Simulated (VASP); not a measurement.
# S (P6_3/mmc) in VASP: notebook

Runs on S. Level: PBE. Tasks: single point, relaxation of cell and atoms.

All numbers are computed with VASP 6.6.1; they aren't measurements. Logs are shortened: lines on timing, memory, paths and dates and some standing lists are left out, and cuts for length are marked.

## 1. The cell of the first run

The structure is hexagonal, space group P6_3/mmc (No. 194). Conventional cell: a = 2.398 Å, b = 2.398 Å, c = 3.287 Å, α = 90.00°, β = 90.00°, γ = 120.00°. Within 2.8 Å of S (site symmetry -6m2) lie 12 S at 2.15 to 2.40 Å.

## 2. Single point, PBE

Contents of INCAR:

```
SYSTEM = S
ALGO = Normal
EDIFF = 1E-6
ENCUT = 520
GGA = PE
ISIF = 2
ISMEAR = -1
LASPH = .TRUE.
LCHARG = .FALSE.
LREAL = .FALSE.
LWAVE = .FALSE.
NBANDS = 13
NELM = 60
PREC = Accurate
SIGMA = 0.08
```

Contents of KPOINTS:

```
k-points
0
G
  19 19 10
  0 0 0
```

Contents of POSCAR:

```
S
1.0
    2.3984110301      0.0000000000      0.0000000000
   -1.1992055151      2.0770848808      0.0000000000
    0.0000000000      0.0000000000      3.2871221881
S
2
Direct
    0.3333333333      0.6666666667      0.2500000000
    0.6666666667      0.3333333333      0.7500000000
```

Potentials or basis: VASP PAW PBE potentials, release 64 (S).

Started as:

```bash
$ cat potpaw_PBE.64/S/POTCAR > POTCAR
$ mpirun -np 1 vasp_std > vasp.out
```

OUTCAR:

```text
SYSTEM = S
   EDIFF = 1E-6
   ENCUT = 520
   GGA = PE
   ISIF = 2
   ISMEAR = -1
   LASPH = .TRUE.
   LREAL = .FALSE.
   NELM = 60
   PREC = Accurate

 ion  position               nearest neighbor table
   1  0.333  0.667  0.250-   2 2.15   2 2.15   2 2.15   2 2.15   2 2.15   2 2.15
   2  0.667  0.333  0.750-   1 2.15   1 2.15   1 2.15   1 2.15   1 2.15   1 2.15

  LATTYP: Found a hexagonal cell.
 ALAT       =     2.3984110301
 C/A-ratio  =     1.3705416406

  Lattice vectors:

 A1 = (   2.3984110301,   0.0000000000,   0.0000000000)
 A2 = (  -1.1992055151,   2.0770848808,   0.0000000000)
 A3 = (   0.0000000000,   0.0000000000,   3.2871221881)

Analysis of symmetry for initial positions (statically):
=====================================================================
 Subroutine PRICEL returns:
 Original cell was already a primitive cell.

 Routine SETGRP: Setting up the symmetry group for a
 hexagonal supercell.

 Subroutine GETGRP returns: Found 24 space group operations
 (whereof 12 operations were pure point group operations)
 out of a pool of 24 trial point group operations.

The static configuration has the point symmetry D_3d.
 The point group associated with its full space group is D_6h.

Analysis of symmetry for dynamics (positions and initial velocities):
=====================================================================
 Subroutine PRICEL returns:
 Original cell was already a primitive cell.

 Routine SETGRP: Setting up the symmetry group for a
 hexagonal supercell.

 Subroutine GETGRP returns: Found 24 space group operations
 (whereof 12 operations were pure point group operations)
 out of a pool of 24 trial point group operations.

The dynamic configuration has the point symmetry D_3d.
 The point group associated with its full space group is D_6h.

 Subroutine INISYM returns: Found 24 space group operations
 (whereof 12 operations are pure point group operations),
 and found     1 'primitive' translations

----------------------------------------------------------------------------------------

                                     Primitive cell

  volume of cell :      16.3755

  direct lattice vectors                    reciprocal lattice vectors
     2.398411030  0.000000000  0.000000000     0.416942712  0.240721987  0.000000000
    -1.199205515  2.077084881  0.000000000     0.000000000  0.481443974  0.000000000
     0.000000000  0.000000000  3.287122188     0.000000000  0.000000000  0.304217471

  length of vectors
     2.398411030  2.398411030  3.287122188     0.481443974  0.481443974  0.304217471

  position of ions in fractional coordinates (direct lattice)
     0.333333333  0.666666667  0.250000000
     0.666666667  0.333333333  0.750000000

  ion indices of the primitive-cell ions
   primitive index   ion index
                 1           1
                 2           2

----------------------------------------------------------------------------------------

 KPOINTS: k-points

Automatic generation of k-mesh.
 Grid dimensions read from file:
 generate k-points for:   19   19   10

 Generating k-lattice:

  Cartesian coordinates                     Fractional coordinates (reciprocal lattice)
     0.021944353  0.012669578  0.000000000     0.052631579  0.000000000  0.000000000
     0.000000000  0.025339157  0.000000000     0.000000000  0.052631579  0.000000000
     0.000000000  0.000000000  0.030421747     0.000000000  0.000000000  0.100000000

  Length of vectors
     0.025339157  0.025339157  0.030421747

  Shift w.r.t. Gamma in fractional coordinates (k-lattice)
     0.000000000  0.000000000  0.000000000

 Subroutine IBZKPT returns following result:
 ===========================================

 Found    240 irreducible k-points:

 Following reciprocal coordinates:
            Coordinates               Weight
  0.000000  0.000000  0.000000      1.000000
  0.052632  0.000000  0.000000      6.000000
  0.105263  0.000000  0.000000      6.000000
  0.157895 -0.000000  0.000000      6.000000
  0.210526  0.000000  0.000000      6.000000
  0.263158  0.000000  0.000000      6.000000
[... 16 lines left out ...]
  0.263158  0.105263  0.000000     12.000000
  0.315789  0.105263  0.000000     12.000000
 [... further k-points ...]
   k-points           NKPTS =    240   k-points in BZ     NKDIM =    240   number of bands    NBANDS=     13
   number of dos      NEDOS =    301   number of ions     NIONS =      2
   total plane-waves  NPLWV =   7776
   dimension x,y,z NGX =    18 NGY =   18 NGZ =   24
   dimension x,y,z NGXF=    36 NGYF=   36 NGZF=   48
   ions per type =               2
   NGX,Y,Z   is equivalent  to a cutoff of  12.48, 12.48, 12.14 a.u.
   NGXF,Y,Z  is equivalent  to a cutoff of  24.95, 24.95, 24.28 a.u.
 SYSTEM =  S
   PREC   = accura    normal or accurate (medium, high low for compatibility)
   ISTART =      0    job   : 0-new  1-cont  2-samecut
   ICHARG =      2    charge: 1-file 2-atom 10-const
[... 121 lines left out ...]
      5      18.0335      2.00000
      6      22.3173      0.00000
      7      24.5411      0.00000
      8      25.9823      0.00000
      9      27.0751      0.00000
     10      31.4023      0.00000
     11      33.6385      0.00000
     12      34.2242      0.00000
     13      34.6029      0.00000

 k-point     6 :       0.2632    0.0000    0.0000
  band No.  band energies     occupation
      1      -3.7938      2.00000
      2       8.1701      2.00000
      3       9.5356      2.00000
      4      11.1184      2.00000
      5      17.2891      2.00000
      6      21.4089      0.00001
      7      22.4180      0.00000
      8      24.0513      0.00000
      9      26.9146      0.00000
     10      30.6351      0.00000
     11      33.8844      0.00000
     12      34.7137      0.00000
     13      35.3135      0.00000

 k-point     7 :       0.3158   -0.0000    0.0000
  band No.  band energies     occupation
      1      -2.8287      2.00000
      2       8.7801      2.00000
      3       9.0502      2.00000
      4      10.5990      2.00000
      5      16.6815      2.00000
      6      20.3821      1.25453
      7      20.3877      1.22192
      8      22.4108      0.00000
      9      26.6215      0.00000
     10      29.9973      0.00000
     11      33.2508      0.00000
     12      34.5821      0.00000
     13      37.4045      0.00000
[... 193 lines left out ...]
 k-point    20 :       0.1053    0.1053    0.0000
  band No.  band energies     occupation
      1      -4.9450      2.00000
      2       7.1121      2.00000
      3       8.4654      2.00000
      4      15.3370      2.00000
      5      16.9675      2.00000
      6      24.8834      0.00000
      7      25.8231      0.00000
      8      25.9199      0.00000
      9      28.6675      0.00000
     10      29.1288      0.00000
     11      30.6851      0.00000
     12      35.8595      0.00000
     13      36.8716      0.00000

 k-point    21 :       0.1579    0.1053    0.0000
  band No.  band energies     occupation
      1      -4.3237      2.00000
      2       7.6841      2.00000
      3       9.0596      2.00000
      4      13.3736      2.00000
      5      15.6689      2.00000
      6      24.1318      0.00000
      7      24.2155      0.00000
      8      25.7689      0.00000
      9      27.1342      0.00000
     10      29.3233      0.00000
     11      29.7554      0.00000
     12      37.1170      0.00000
     13      37.9141      0.00000

 k-point    22 :       0.2105    0.1053    0.0000
  band No.  band energies     occupation
      1      -3.5291      2.00000
      2       8.4133      2.00000
      3       9.7761      2.00000
      4      11.2541      2.00000
      5      14.7388      2.00000
      6      22.2458      0.00000
      7      22.9074      0.00000
      8      25.4356      0.00000
      9      25.8002      0.00000
     10      28.2065      0.00000
     11      31.3587      0.00000
     12      36.8264      0.00000
     13      37.8131      0.00000

 k-point    23 :       0.2632    0.1053    0.0000
  band No.  band energies     occupation
      1      -2.5656      2.00000
      2       8.9566      2.00000
      3       9.2914      2.00000
      4      10.8536      2.00000
      5      14.0402      2.00000
      6      20.3538      1.41166
      7      21.2659      0.00005
      8      24.8312      0.00000
      9      25.0736      0.00000
     10      27.3447      0.00000
     11      33.2255      0.00000
     12      36.4071      0.00000
     13      37.7647      0.00000

 k-point    24 :       0.3158    0.1053    0.0000
  band No.  band energies     occupation
      1      -1.4423      2.00000
      2       6.9497      2.00000
      3      10.2990      2.00000
      4      11.8961      2.00000
      5      13.5396      2.00000
      6      18.5398      2.00000
      7      19.5095      1.99998
      8      24.2416      0.00000
      9      24.7024      0.00000
     10      26.7182      0.00000
     11      34.8213      0.00000
     12      36.0330      0.00000
     13      38.1965      0.00000

 [... further k-points ...]

------------------------ aborting loop because EDIFF is reached ----------------------------------------

  FORCE on cell =-STRESS in cart. coord.  units (eV):
  Direction    XX          YY          ZZ          XY          YZ          ZX
  --------------------------------------------------------------------------------------
  -------------------------------------------------------------------------------------
  Total       20.1899275     20.1899275     20.1279257     -0.0000000      0.0000000      0.0000000
  in kB     1975.3844777   1975.3844777   1969.3182122     -0.0000000      0.0000000      0.0000000
  external PRESSURE =    1973.3623892 kB  Pullay stress =       0.0000000 kB

 VOLUME and BASIS-vectors are now :
 -----------------------------------------------------------------------------
  energy-cutoff  :      520.00
  volume of cell :       16.38
      direct lattice vectors                 reciprocal lattice vectors
     2.398411030  0.000000000  0.000000000     0.416942712  0.240721987  0.000000000
    -1.199205515  2.077084881  0.000000000     0.000000000  0.481443974  0.000000000
     0.000000000  0.000000000  3.287122188     0.000000000  0.000000000  0.304217471

 POSITION                                       TOTAL-FORCE (eV/Angst)
 -----------------------------------------------------------------------------------
     -0.00000      1.38472      0.82178         0.000000      0.000000      0.000000
      1.19921      0.69236      2.46534        -0.000000     -0.000000      0.000000
 -----------------------------------------------------------------------------------
    total drift:                                0.000000     -0.000000      0.000000

  FREE ENERGIE OF THE ION-ELECTRON SYSTEM (eV)
  ---------------------------------------------------
  free  energy   TOTEN  =        -0.5073079291 eV

  energy  without entropy=       -0.4952652473  energy(sigma->0) =       -0.50128659
```

It took 17 s on 1 thread of AMD EPYC 9R45 (Zen 5), shared host; peak memory 0.11 GiB.

What came out:

```yaml
Free_energy: -0.5073 eV
Pressure: 197.3 GPa
Band_gap_on_the_k_mesh: zero (band 6 reaches 24.93 eV, above the bottom of band 7 at 15.41 eV)
```

## 3. Single point, PBE

Contents of INCAR:

```
ALGO = Normal
EDIFF = 1E-6
ENCUT = 520
GGA = PE
ISIF = 2
ISMEAR = -1
LASPH = T
LCHARG = F
LREAL = F
LWAVE = F
NBANDS = 13
NELM = 60
PREC = Accurate
SIGMA = 0.08
```

Contents of KPOINTS:

```
k-points
0
Gamma
  19 19 10
```

Contents of POSCAR:

```
S
1.0
    2.3992032687      0.0000000000      0.0000000000
   -1.1996016344      2.0777709796      0.0000000000
    0.0000000000      0.0000000000      3.2876139105
S
2
Direct
    0.3333333333      0.6666666667      0.2500000000
    0.6666666667      0.3333333333      0.7500000000
```

Potentials or basis: VASP PAW PBE potentials, release 64 (S).

Started as:

```bash
$ cat potpaw_PBE.64/S/POTCAR > POTCAR
$ mpirun -np 1 vasp_std > vasp.out
```

It took 17 s on 1 thread of AMD EPYC 9R45 (Zen 5), shared host; peak memory 0.11 GiB.

Results (log left out):

- Free energy: -0.5237 eV
- Pressure: 196.8 GPa
- Band gap on the k mesh: zero (band 6 reaches 24.91 eV, above the bottom of band 7 at 15.39 eV)

Stress tensor (GPa, compression positive):
```
197.02   0.00   0.00
  0.00 197.02   0.00
  0.00   0.00 196.42
```

Levels at points of the mesh, in eV from the Fermi level:
| k point | band 4 | band 5 | band 6 | band 7 | band 8 | band 9 |
| --- | --- | --- | --- | --- | --- | --- |
| (0.00, 0.00, 0.00) | 0.67 | 0.67 | 4.36 | 4.36 | 8.06 | 11.28 |
| (0.00, 0.00, 0.50) | 1.11 | 3.13 | 3.13 | 3.13 | 3.13 | 9.01 |

## 4. Relaxation of cell and atoms, PBE, target pressure 200 GPa, at which the enthalpy is minimised

This run uses another cell than the first one, of 8.12 Å³/atom, 0.992 times its volume.

Contents of INCAR:

```
PREC = Accurate
ENCUT = 600
EDIFF = 1E-6
ISMEAR = -1
SIGMA = 0.08
LREAL = False
LASPH = True
NELM = 100
ALGO = Normal
ISIF = 3
LWAVE = False
LCHARG = False
GGA = PE
IBRION = 2
NSW = 60
EDIFFG = -0.005
PSTRESS = 2000.0
```

Contents of KPOINTS:

```
Automatic mesh
0
Gamma
  19 19 10
```

Contents of POSCAR:

```
S
1.0
    2.2619677170      0.0000000000      0.0000000000
   -1.1309838585      1.9589215054      0.0000000000
    0.0000000000      0.0000000000      3.6643877015
S
2
Direct
    0.3333333333      0.6666666667      0.2500000000
    0.6666666667      0.3333333333      0.7500000000
```

Started as:

```bash
$ cat potpaw_PBE.64/S/POTCAR > POTCAR
$ mpirun -np 1 vasp_std > vasp.out
```

Wall time 3 min (1 thread of Intel Xeon Platinum 8375C at 2.90GHz (Ice Lake), shared host); peak memory 0.16 GiB.

It converged, with:

| Property | Result |
| --- | --- |
| Free energy | -0.4280 eV |
| Relaxed volume | 8.16 Å³/atom |
| Relaxed cell | a = 2.395 Å, b = 2.395 Å, c = 3.282 Å, α = 90.00°, β = 90.00°, γ = 120.00° |
| Space group after relaxing (to 0.05 Å) | P6_3/mmc (No. 194) |
| Energy change on relaxing (the enthalpy is what falls) | -156.4 meV/atom |
| Ionic steps | 13 |
| Pressure after relaxing | 200.0 GPa |
| Band gap on the k mesh | zero (band 6 reaches 25.04 eV, above the bottom of band 7 at 15.47 eV) |

The path:
```tsv
step	energy change (eV)	largest force (eV/Å)	pressure (GPa)	volume (Å³)
1	0.0000	0.0000	198.47	16.24
2	0.1247	0.0000	208.13	16.03
3	0.2313	0.0000	213.45	15.92
4	0.5405	0.0000	227.69	15.67
5	0.3583	0.0000	219.92	15.80
6	-0.1788	0.0000	204.51	16.20
7	-0.2347	0.0000	202.89	16.25
8	-0.2236	0.0000	203.23	16.24
9	-0.2709	0.0000	201.42	16.28
10	-0.2916	0.0000	200.60	16.29
11	-0.2929	0.0000	200.56	16.29
12	-0.3076	0.0000	200.11	16.31
13	-0.3129	0.0000	199.97	16.31
```

Final structure:
```yaml
crystal:
  lattice:
    - [2.39544, 0.00000, 0.00000]
    - [-1.19772, 2.07451, 0.00000]
    - [0.00000, 0.00000, 3.28219]
  atoms:
    - { symbol: S, position: [0.33333, 0.66667, 0.25000] }
    - { symbol: S, position: [0.66667, 0.33333, 0.75000] }
```

Levels at points of the mesh, in eV from the Fermi level:
| k point | band 3 | band 4 | band 5 | band 6 | band 7 | band 8 | band 9 | band 10 |
| --- | --- | --- | --- | --- | --- | --- | --- | --- |
| (0.00, 0.00, 0.00) | -13.01 | 0.68 | 0.68 | 4.36 | 4.36 | 8.09 | 11.36 | 12.53 |
| (0.00, 0.00, 0.50) | 1.12 | 1.12 | 3.15 | 3.15 | 3.15 | 3.15 | 8.99 | 8.99 |

Caveat: the cell is relaxed towards a set pressure, so the enthalpy falls and the energy may rise.

## 5. Relaxation of cell and atoms, PBE, target pressure 200 GPa, at which the enthalpy is minimised

Contents of INCAR:

```
SYSTEM = S
PREC = Accurate ; ENCUT = 600
EDIFF = 1E-6 ; ISMEAR = -1
SIGMA = 0.08 ; LREAL = .False.
LASPH = .True. ; NELM = 80
ALGO = Normal ; ISIF = 3
LWAVE = .False. ; LCHARG = .False.
GGA = PE ; IBRION = 2
NSW = 32 ; EDIFFG = -0.005
PSTRESS = 2000.0
```

Contents of KPOINTS:

```
regular mesh
0
Gamma
  19 19 10
  0 0 0
```

Contents of POSCAR:

```
S
1.0
    2.3984110301      0.0000000000      0.0000000000
   -1.1992055151      2.0770848808      0.0000000000
    0.0000000000      0.0000000000      3.2871221881
S
2
Direct
    0.3333333333      0.6666666667      0.2500000000
    0.6666666667      0.3333333333      0.7500000000
```

Started as:

```bash
$ cat potpaw_PBE.64/S/POTCAR > POTCAR
$ mpirun -np 1 vasp_std > vasp.out
```

It took 61 s on 1 thread of Intel Xeon Platinum 8375C at 2.90GHz (Ice Lake), shared host; peak memory 0.15 GiB.

The run converged. Its results:

| Quantity | Value |
| --- | --- |
| Free energy | -0.4287 eV |
| Relaxed volume | 8.16 Å³/atom |
| Relaxed cell | a = 2.396 Å, b = 2.396 Å, c = 3.282 Å, α = 90.00°, β = 90.00°, γ = 120.00° |
| Space group after relaxing (to 0.05 Å) | P6_3/mmc (No. 194) |
| Energy change on relaxing (the enthalpy is what falls) | +40.2 meV/atom |
| Ionic steps | 3 |
| Pressure after relaxing | 200.0 GPa |
| Band gap on the k mesh | zero (band 6 reaches 25.04 eV, above the bottom of band 7 at 15.47 eV) |

Stress tensor (GPa, compression positive):
```
200.02   0.00   0.00
  0.00 200.02   0.00
  0.00   0.00 199.90
```

Step by step:
```tsv
step	energy change (eV)	largest force (eV/Å)	pressure (GPa)	volume (Å³)
1	0.0000	0.0000	197.38	16.38
2	0.4009	0.0000	210.39	16.06
3	0.0804	0.0000	199.98	16.31
```

Final structure:
```
S
1.0
     2.39550    0.00000    0.00000
    -1.19775    2.07457    0.00000
     0.00000    0.00000    3.28206
S
2
Direct
  0.33333 0.66667 0.25000
  0.66667 0.33333 0.75000
```

Levels at points of the mesh, in eV from the Fermi level:
```
           k point  band 3  band 4  band 5  band 6  band 7  band 8  band 9  band 10
(0.00, 0.00, 0.00)  -13.01    0.68    0.68    4.36    4.36    8.08   11.36    12.53
(0.00, 0.00, 0.50)    1.12    1.12    3.15    3.15    3.15    3.15    8.99     8.99
```

Caveat: the cell is relaxed towards a set pressure, so the enthalpy falls and the energy may rise.

## 6. The runs side by side

| task | cell | cutoff (eV) | gap on the mesh (eV) | pressure (GPa) |
| --- | --- | --- | --- | --- |
| single point | a = 2.398, b = 2.398, c = 3.287 Å, angles 90.0, 90.0, 120.0°, 2 atoms | 520 | none | 197.3 |
| single point | a = 2.399, b = 2.399, c = 3.288 Å, angles 90.0, 90.0, 120.0°, 2 atoms | 520 | none | 196.8 |
| relaxation of cell and atoms | relaxed to 200 GPa from a = 2.262, b = 2.262, c = 3.664 Å, angles 90.0, 90.0, 120.0°, 2 atoms | 600 | none | 200.0 |
| relaxation of cell and atoms | relaxed to 200 GPa from a = 2.398, b = 2.398, c = 3.287 Å, angles 90.0, 90.0, 120.0°, 2 atoms | 600 | none | 200.0 |

Alike in all rows: level PBE; potentials or basis VASP PAW PBE potentials, release 64 (S); no spin polarisation; k mesh 19 × 19 × 10; smearing fermi-dirac 0.08 eV.

Caveats: the cell is relaxed towards a set pressure, so the enthalpy falls and the energy may rise (some runs).

Total energies depend on the potentials used, so only differences within one code and one set of settings carry meaning.
